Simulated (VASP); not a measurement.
# Si3N4 (P-43m) in VASP: notebook

Runs on Si3N4. Level: PBE. Tasks: single point, relaxation of cell and atoms.

Everything below comes from runs of VASP 6.6.1. Logs are shortened: lines on timing, memory, paths and dates and some standing lists are left out, and cuts for length are marked.

**1. The cell of the first run**

It takes space group P-43m (No. 215, cubic). Conventional cell: a = 4.132 Å, b = 4.132 Å, c = 4.132 Å, α = 90.00°, β = 90.00°, γ = 90.00°. Within 2.3 Å of Si (site symmetry -42m) lie 4 N at 1.77 Å. N (site symmetry 3m) has 3 Si at 1.77 Å within 2.3 Å.

**2. Single point, PBE**

Input file INCAR:

```
SYSTEM = Si3N4
PREC = Accurate
ENCUT = 520
EDIFF = 1E-7
ISMEAR = 0
SIGMA = 0.1
LREAL = .FALSE.
LASPH = .TRUE.
NELM = 80
ALGO = Normal
ISIF = 2
LWAVE = .FALSE.
LCHARG = .FALSE.
GGA = PE
NBANDS = 25
```

Input file KPOINTS:

```
regular mesh
0
G
  4 4 4
  0 0 0
```

Input file POSCAR:

```
Si3N4
1.0
    4.1318986109      0.0000000000      0.0000000000
    0.0000000000      4.1318986109      0.0000000000
    0.0000000000      0.0000000000      4.1318986109
Si N
3 4
Direct
    0.0000000000      0.0000000000      0.5000000000
    0.0000000000      0.5000000000      0.0000000000
    0.5000000000      0.0000000000      0.0000000000
    0.2394986760      0.2394986760      0.2394986760
    0.2394986760      0.7605013240      0.7605013240
    0.7605013240      0.2394986760      0.7605013240
    0.7605013240      0.7605013240      0.2394986760
```

Potentials or basis: VASP PAW PBE potentials, release 64 (Si, N).

Launch:

```
> cat potpaw_PBE.64/Si/POTCAR potpaw_PBE.64/N/POTCAR > POTCAR
> mpirun -np 1 vasp_std > vasp.out
```

OUTCAR:

```text
SYSTEM = Si3N4
   PREC = Accurate
   ENCUT = 520
   EDIFF = 1E-7
   ISMEAR = 0
   LREAL = .FALSE.
   LASPH = .TRUE.
   NELM = 80
   ISIF = 2
   GGA = PE

 ion  position               nearest neighbor table
   1  0.000  0.000  0.500-   4 1.77   5 1.77   6 1.77   7 1.77   2 2.92   3 2.92   2 2.92   3 2.92
                             2 2.92   2 2.92   3 2.92   3 2.92
   2  0.000  0.500  0.000-   4 1.77   5 1.77   6 1.77   7 1.77   1 2.92   3 2.92   1 2.92   1 2.92
                             3 2.92   1 2.92   3 2.92   3 2.92
   3  0.500  0.000  0.000-   4 1.77   5 1.77   6 1.77   7 1.77   1 2.92   2 2.92   1 2.92   2 2.92
                             1 2.92   2 2.92   1 2.92   2 2.92
   4  0.239  0.239  0.239-   1 1.77   2 1.77   3 1.77
   5  0.239  0.761  0.761-   1 1.77   2 1.77   3 1.77
   6  0.761  0.239  0.761-   1 1.77   2 1.77   3 1.77
   7  0.761  0.761  0.239-   1 1.77   2 1.77   3 1.77

  LATTYP: Found a simple cubic cell.
 ALAT       =     4.1318986109

  Lattice vectors:

 A1 = (   4.1318986109,   0.0000000000,   0.0000000000)
 A2 = (   0.0000000000,   4.1318986109,   0.0000000000)
 A3 = (   0.0000000000,   0.0000000000,   4.1318986109)

Analysis of symmetry for initial positions (statically):
=====================================================================
 Subroutine PRICEL returns:
 Original cell was already a primitive cell.

 Routine SETGRP: Setting up the symmetry group for a
 simple cubic supercell.

 Subroutine GETGRP returns: Found 24 space group operations
 (whereof 24 operations were pure point group operations)
 out of a pool of 48 trial point group operations.

The static configuration has the point symmetry T_d .

Analysis of symmetry for dynamics (positions and initial velocities):
=====================================================================
 Subroutine PRICEL returns:
 Original cell was already a primitive cell.

 Routine SETGRP: Setting up the symmetry group for a
 simple cubic supercell.

 Subroutine GETGRP returns: Found 24 space group operations
 (whereof 24 operations were pure point group operations)
 out of a pool of 48 trial point group operations.

The dynamic configuration has the point symmetry T_d .

 Subroutine INISYM returns: Found 24 space group operations
 (whereof 24 operations are pure point group operations),
 and found     1 'primitive' translations

----------------------------------------------------------------------------------------

                                     Primitive cell

  volume of cell :      70.5422

  direct lattice vectors                    reciprocal lattice vectors
     4.131898611  0.000000000  0.000000000     0.242019491  0.000000000  0.000000000
     0.000000000  4.131898611  0.000000000     0.000000000  0.242019491  0.000000000
     0.000000000  0.000000000  4.131898611     0.000000000  0.000000000  0.242019491

  length of vectors
     4.131898611  4.131898611  4.131898611     0.242019491  0.242019491  0.242019491

  position of ions in fractional coordinates (direct lattice)
     0.000000000  0.000000000  0.500000000
     0.000000000  0.500000000  0.000000000
     0.500000000  0.000000000  0.000000000
     0.239498676  0.239498676  0.239498676
     0.239498676  0.760501324  0.760501324
     0.760501324  0.239498676  0.760501324
     0.760501324  0.760501324  0.239498676

  ion indices of the primitive-cell ions
   primitive index   ion index
                 1           1
                 2           2
                 3           3
                 4           4
                 5           5
                 6           6
                 7           7

----------------------------------------------------------------------------------------

 KPOINTS: regular mesh

Automatic generation of k-mesh.
 Grid dimensions read from file:
 generate k-points for:    4    4    4

 Generating k-lattice:

  Cartesian coordinates                     Fractional coordinates (reciprocal lattice)
     0.060504873  0.000000000  0.000000000     0.250000000  0.000000000  0.000000000
     0.000000000  0.060504873  0.000000000     0.000000000  0.250000000  0.000000000
     0.000000000  0.000000000  0.060504873     0.000000000  0.000000000  0.250000000

  Length of vectors
     0.060504873  0.060504873  0.060504873

  Shift w.r.t. Gamma in fractional coordinates (k-lattice)
     0.000000000  0.000000000  0.000000000

 Subroutine IBZKPT returns following result:
 ===========================================

 Found     10 irreducible k-points:

 Following reciprocal coordinates:
            Coordinates               Weight
  0.000000  0.000000  0.000000      1.000000
  0.250000  0.000000  0.000000      6.000000
  0.500000  0.000000  0.000000      3.000000
  0.250000  0.250000  0.000000     12.000000
  0.500000  0.250000  0.000000     12.000000
  0.500000  0.500000  0.000000      3.000000
  0.250000  0.250000  0.250000      8.000000
  0.500000  0.250000  0.250000     12.000000
  0.500000  0.500000  0.250000      6.000000
  0.500000  0.500000  0.500000      1.000000
   k-points           NKPTS =     10   k-points in BZ     NKDIM =     10   number of bands    NBANDS=     25
   number of dos      NEDOS =    301   number of ions     NIONS =      7
   total plane-waves  NPLWV =  32768
   dimension x,y,z NGX =    32 NGY =   32 NGZ =   32
   dimension x,y,z NGXF=    64 NGYF=   64 NGZF=   64
   ions per type =               3   4
   NGX,Y,Z   is equivalent  to a cutoff of  12.88, 12.88, 12.88 a.u.
   NGXF,Y,Z  is equivalent  to a cutoff of  25.75, 25.75, 25.75 a.u.
 SYSTEM =  Si3N4
   PREC   = accura    normal or accurate (medium, high low for compatibility)
   ISTART =      0    job   : 0-new  1-cont  2-samecut
   ICHARG =      2    charge: 1-file 2-atom 10-const
   ISPIN  =      1    spin polarized calculation?
   LNONCOLLINEAR =      F non collinear calculations
   LSORBIT =      F    spin-orbit coupling
   LASPH  =      T    aspherical Exc in radial PAW
   ENCUT  =  520.0 eV  38.22 Ry    6.18 a.u.   7.68  7.68  7.68*2*pi/ulx,y,z
   NELM   =     80;   NELMIN=  2; NELMDL= -5     # of ELM steps
   EDIFF  = 0.1E-06   stopping-criterion for ELM
   LREAL  =      F    real-space projection
   EDIFFG = 0.1E-05   stopping-criterion for IOM
   NSW    =      0    number of steps for IOM
   IBRION =     -1    ionic relax: 0-MD 1-quasi-New 2-CG
   NFREE  =      0    steps in history (QN), initial steepest desc. (CG)
   ISIF   =      2    stress and relaxation
   ISYM   =      2    0-nonsym 1-usesym 2-fastsym
   POTIM  = 0.5000    time-step for ionic-motion
   TEBEG  =    0.0;   TEEND  =   0.0 temperature during run
   PSTRESS=    0.0 pullay stress
   NELECT =      32.0000    total number of electrons
   NUPDOWN=      -1.0000    fix difference up-down
   EMIN   =  10.00;   EMAX   =-10.00  energy-range for DOS
   EFERMI =   0.00;   METHOD = LEGACY
   ISMEAR =     0;   SIGMA  =   0.10  broadening in eV -4-tet -1-fermi 0-gaus
   EFERMI_NEDOS =   21; number of points for ismear=-14 and -15
   IALGO  =     38    algorithm
   IMIX   =      4    mixing-type and parameters
     AMIX     =   0.40;   BMIX     =  1.00
     AMIX_MAG =   1.60;   BMIX_MAG =  1.00
  volume/ion in A,a.u.               =      10.08        68.01
  Fermi-wavevector in a.u.,A,eV,Ry     =   1.257888  2.377063 21.528243  1.582281
  Thomas-Fermi vector in A             =   2.391524
   LORBIT       =      0    0 simple, 1 ext, 2 COOP (PROOUT), +10 PAW based schemes
   GGA     = PE    functional components
   LHFCALC =     F    Hartree Fock is set to
   AEXX    =    0.0000 exact exchange contribution
   IVDW    =     0    specifies the selected vdW correction
   LEPSILON=     F    determine dielectric tensor
   LRPA    =     F    only Hartree local field effects (RPA)
 non-spin polarized calculation
 Gauss-broadening in eV      SIGMA  =   0.10
  energy-cutoff  :      520.00
  volume of cell :       70.54
 maximum number of plane-waves:      1935
 NGX is ok and might be reduce to    32
   NGX = 15   NGY = 15   NGZ = 15

 number of electron      32.0000000 magnetization

 Free energy of the ion-electron system (eV)
  ---------------------------------------------------
  ext. energy  EPLUGINS =         0.00000000
  ---------------------------------------------------
  free energy    TOTEN  =       -55.55136868 eV

  energy without entropy =      -55.55136868  energy(sigma->0) =      -55.55136868

 E-fermi :   7.2713     XC(G=0): -11.1403

 val. band max:        6.8195521451   @ k =   0.5000   0.5000   0.5000
 cond. band min:       9.5367802347   @ k =   0.0000   0.0000   0.0000
 fundamental gap:      2.7172280897
 Fermi energy:         7.2712853753

 k-point     1 :       0.0000    0.0000    0.0000
  band No.  band energies     occupation
      1     -11.1656      2.00000
      2      -7.3005      2.00000
      3      -7.3005      2.00000
      4      -7.3005      2.00000
      5      -1.8064      2.00000
      6      -1.8064      2.00000
[... 17 lines left out ...]
     24      18.2537      0.00000
     25      18.2537      0.00000

 k-point     2 :       0.2500    0.0000    0.0000
  band No.  band energies     occupation
      1     -10.8285      2.00000
      2      -8.0959      2.00000
      3      -7.2550      2.00000
      4      -7.2550      2.00000
      5      -1.5340      2.00000
      6      -0.9036      2.00000
[... 17 lines left out ...]
     24      18.0932      0.00000
     25      18.3438      0.00000

 k-point     3 :       0.5000    0.0000    0.0000
  band No.  band energies     occupation
      1     -10.2224      2.00000
      2      -9.0728      2.00000
      3      -7.2080      2.00000
      4      -7.2080      2.00000
      5      -1.1530      2.00000
      6       0.6533      2.00000
[... 17 lines left out ...]
     24      17.0974      0.00000
     25      17.1895      0.00000

 k-point     4 :       0.2500    0.2500    0.0000
  band No.  band energies     occupation
      1     -10.4991      2.00000
      2      -8.0629      2.00000
      3      -7.8460      2.00000
      4      -7.2830      2.00000
      5      -1.0392      2.00000
      6      -0.7837      2.00000
[... 17 lines left out ...]
     24      17.2551      0.00000
     25      17.8806      0.00000

 k-point     5 :       0.5000    0.2500    0.0000
  band No.  band energies     occupation
      1      -9.8983      2.00000
      2      -8.8829      2.00000
      3      -7.7591      2.00000
      4      -7.3527      2.00000
      5      -0.9138      2.00000
      6      -0.1759      2.00000
[... 17 lines left out ...]
     24      16.5006      0.00000
     25      17.6345      0.00000

 k-point     6 :       0.5000    0.5000    0.0000
  band No.  band energies     occupation
      1      -9.2442      2.00000
      2      -8.6249      2.00000
      3      -8.6249      2.00000
      4      -7.5726      2.00000
      5      -0.5775      2.00000
      6      -0.5775      2.00000
[... 17 lines left out ...]
     24      16.6531      0.00000
     25      16.9268      0.00000

 k-point     7 :       0.2500    0.2500    0.2500
  band No.  band energies     occupation
      1     -10.1812      2.00000
      2      -7.9770      2.00000
      3      -7.9770      2.00000
      4      -7.6401      2.00000
      5      -1.1594      2.00000
      6      -1.1594      2.00000
[... 17 lines left out ...]
     24      17.3781      0.00000
     25      17.3781      0.00000

 k-point     8 :       0.5000    0.2500    0.2500
  band No.  band energies     occupation
      1      -9.5956      2.00000
      2      -8.7231      2.00000
      3      -7.8857      2.00000
      4      -7.6293      2.00000
      5      -1.5356      2.00000
      6      -0.9956      2.00000
[... 17 lines left out ...]
     24      17.1183      0.00000
     25      17.2701      0.00000

 k-point     9 :       0.5000    0.5000    0.2500
  band No.  band energies     occupation
      1      -8.9822      2.00000
      2      -8.5193      2.00000
      3      -8.5193      2.00000
      4      -7.7638      2.00000
      5      -1.4989      2.00000
      6      -1.4944      2.00000
[... 17 lines left out ...]
     24      16.0296      0.00000
     25      17.4464      0.00000

 k-point    10 :       0.5000    0.5000    0.5000
  band No.  band energies     occupation
      1      -8.4052      2.00000
      2      -8.4052      2.00000
      3      -8.4052      2.00000
      4      -8.2808      2.00000
      5      -2.1380      2.00000
      6      -2.1380      2.00000
[... 17 lines left out ...]
     24      16.9680      0.00000
     25      16.9680      0.00000

------------------------ aborting loop because EDIFF is reached ----------------------------------------

  FORCE on cell =-STRESS in cart. coord.  units (eV):
  Direction    XX          YY          ZZ          XY          YZ          ZX
  --------------------------------------------------------------------------------------
  -------------------------------------------------------------------------------------
  Total       -0.1778621     -0.1778621     -0.1778621     -0.0000000      0.0000000     -0.0000000
  in kB       -4.0396612     -4.0396612     -4.0396612     -0.0000000      0.0000000     -0.0000000
  external PRESSURE =      -4.0396612 kB  Pullay stress =       0.0000000 kB

 VOLUME and BASIS-vectors are now :
 -----------------------------------------------------------------------------
  energy-cutoff  :      520.00
  volume of cell :       70.54
      direct lattice vectors                 reciprocal lattice vectors
     4.131898611  0.000000000  0.000000000     0.242019491  0.000000000  0.000000000
     0.000000000  4.131898611  0.000000000     0.000000000  0.242019491  0.000000000
     0.000000000  0.000000000  4.131898611     0.000000000  0.000000000  0.242019491

 POSITION                                       TOTAL-FORCE (eV/Angst)
 -----------------------------------------------------------------------------------
      0.00000      0.00000      2.06595        -0.000000      0.000000      0.000000
      0.00000      2.06595      0.00000        -0.000000      0.000000      0.000000
      2.06595      0.00000      0.00000        -0.000000      0.000000      0.000000
      0.98958      0.98958      0.98958        -0.012481     -0.012481     -0.012481
      0.98958      3.14231      3.14231        -0.012481      0.012481      0.012481
      3.14231      0.98958      3.14231         0.012481     -0.012481      0.012481
      3.14231      3.14231      0.98958         0.012481      0.012481     -0.012481
 -----------------------------------------------------------------------------------
    total drift:                               -0.000000     -0.000000     -0.000000

  FREE ENERGIE OF THE ION-ELECTRON SYSTEM (eV)
  ---------------------------------------------------
  free  energy   TOTEN  =       -55.5513686831 eV

  energy  without entropy=      -55.5513686831  energy(sigma->0) =      -55.55136868
```

Run time: 13 s. Hardware: 1 thread of Intel Xeon Platinum 8488C (Sapphire Rapids), shared host; peak memory 0.17 GiB.

Results:

```
Free energy            : -55.5514 eV
Pressure               : -0.4 GPa
Largest force          : 0.022 eV/Å
Band gap on the k mesh : 2.72 eV, indirect (least direct gap 2.92 eV)
```

Forces in eV/Å, atoms in the order of the input:
```
Si   0.000  0.000  0.000
Si   0.000  0.000  0.000
Si   0.000  0.000  0.000
N   -0.012 -0.012 -0.012
N   -0.012  0.012  0.012
N    0.012 -0.012  0.012
N    0.012  0.012 -0.012
```

(Part 1 of 2 ends here.)
